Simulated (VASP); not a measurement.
## HfC: single point with PBE

HfC:

```
Hf C
1.0
     0.00000    2.32500    2.39475
     2.32500    0.00000    2.39475
     2.32500    2.32500    0.00000
Hf C
1 1
Direct
  0.50000 0.50000 0.50000
  0.00000 0.00000 0.00000
```

This cell differs from its parent crystal: zz strain of +3 %.

```json
{
 "Program": "VASP 6.6.1",
 "Task": "single point",
 "Functional": "PBE",
 "Potentials or basis": "VASP PAW PBE potentials, release 64 (Hf_pv, C)",
 "Cutoff": "520 eV",
 "k mesh": "15 × 15 × 15",
 "Occupations": "fermi-dirac, width 0.05 eV",
 "Spin": "no spin polarisation",
 "Dipole correction": "no",
 "Further INCAR settings": "ALGO = Normal; EDIFF = 1e-07; NBANDS = 14"
}
```

```
Pressure               : -6.7 GPa
Band gap on the k mesh : zero (band 7 reaches 6.76 eV, above the bottom of band 8 at 5.26 eV)
```

Stress tensor (GPa, compression positive):
```
 -3.43   0.00   0.00
  0.00  -3.43   0.00
  0.00   0.00 -13.19
```

Levels at points of the mesh, in eV from the Fermi level:
| k point | band 3 | band 4 | band 5 | band 6 | band 7 | band 8 | band 9 | band 10 | band 11 | band 12 |
| --- | --- | --- | --- | --- | --- | --- | --- | --- | --- | --- |
| (0.00, 0.00, 0.00) | -29.67 | -12.13 | 0.92 | 1.06 | 1.06 | 1.21 | 1.51 | 1.51 | 3.06 | 3.52 |

Run time: 51 s on 1 thread of Intel(R) Xeon(R) 6975P-C (Granite Rapids) (shared host), peak memory 0.23 GiB.

Caveat: the cell differs from its parent crystal (zz strain of +3 %); spin-orbit coupling is left out, which moves the levels of the heavy elements.
